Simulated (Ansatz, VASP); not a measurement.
**InSe in VASP and in Ansatz**

```
Se In
1.0
     4.02661    0.00000    0.00000
    -2.01331    3.48715    0.00000
     0.00000    0.00000   28.27071
Se In
4 4
Direct
  0.00000 0.00000 0.15918
  0.00000 0.00000 0.34967
  0.00000 0.44444 0.46675
  0.00000 0.44444 0.65724
  0.66667 0.33333 0.20500
  0.66667 0.33333 0.30385
  0.66667 0.77778 0.51257
  0.66667 0.77778 0.61142
```

Alike in both runs: task single point; functional PBE; dispersion D3(BJ); k mesh 9 × 9 × 1; occupations gaussian, width 0.05 eV; no spin polarisation.

|  | VASP | Ansatz |
| --- | --- | --- |
| version | VASP 6.6.1 | Ansatz 0.2.0 |
| potentials or method | VASP PAW PBE potentials, release 64 (Se, In_d), cutoff 520 eV | scalar-relativistic, plane waves, PAW |
| valence electrons in the cell | 76 | 116 |

Ansatz gave:

| Quantity | Value |
| --- | --- |
| gap on the k mesh at the Fermi level (eV) | 1.15 |
| least direct gap on the mesh (eV) | 1.20 |
| rms of the force components (eV/Å) | 0.014 |

Problem. Which values does VASP return?

Solution. gap on the k mesh at the Fermi level (eV): 1.14; least direct gap on the mesh (eV): 1.19; rms of the force components (eV/Å): 0.015.

VASP's potentials hold 76 valence electrons a cell and Ansatz's 116, so a difference there can come from the potentials and not from the codes.
